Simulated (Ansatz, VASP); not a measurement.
## One calculation of TiTe2, two programs

```xyz
3
Lattice="2.6682 0.0000 0.0000 -1.3341 2.3107 0.0000 0.0000 0.0000 5.2085" Properties=species:S:1:pos:R:3 pbc="T T T"
Ti    0.0000    0.0000    0.0000
Te    1.3341    0.7702    1.6130
Te    0.0000    1.5405    3.5954
```

Change from the starting cell: volume scaled by 0.4, LAPW.

Alike in both runs: task single point; functional PBEsol; k mesh 11 × 11 × 6; occupations fermi-dirac, width 0.05 eV; no spin polarisation.

|  | VASP | Ansatz |
| --- | --- | --- |
| version | VASP 6.6.1 | Ansatz 0.2.0 |
| potentials or method | VASP PAW PBE potentials, release 64 (Ti_sv, Te), cutoff 520 eV | all-electron LAPW, scalar-relativistic |

|  | VASP | Ansatz | Ansatz less VASP |
| --- | --- | --- | --- |
| pressure (GPa) | 321.4 | 318.7 | -2.69 |
| traceless stress, the component that is largest in VASP (GPa) | -0.79 | 0.13 | +0.919 |
| rms of the force components (eV/Å) | 0.258 | 0.011 | -0.2472 |

VASP's potentials were made for PBE, not for PBEsol. Atom by atom the forces differ by 0.268 eV/Å (rms over components). Both programs put the cell under a high pressure, so it lies far from rest at this level. One of these differences is far larger than is usual between the two programs; its cause wasn't traced. Ansatz ran all-electron here, and VASP with PAW potentials.

Spin-orbit coupling is off throughout. Noted on VASP's run: the cell as given lies far from equilibrium.
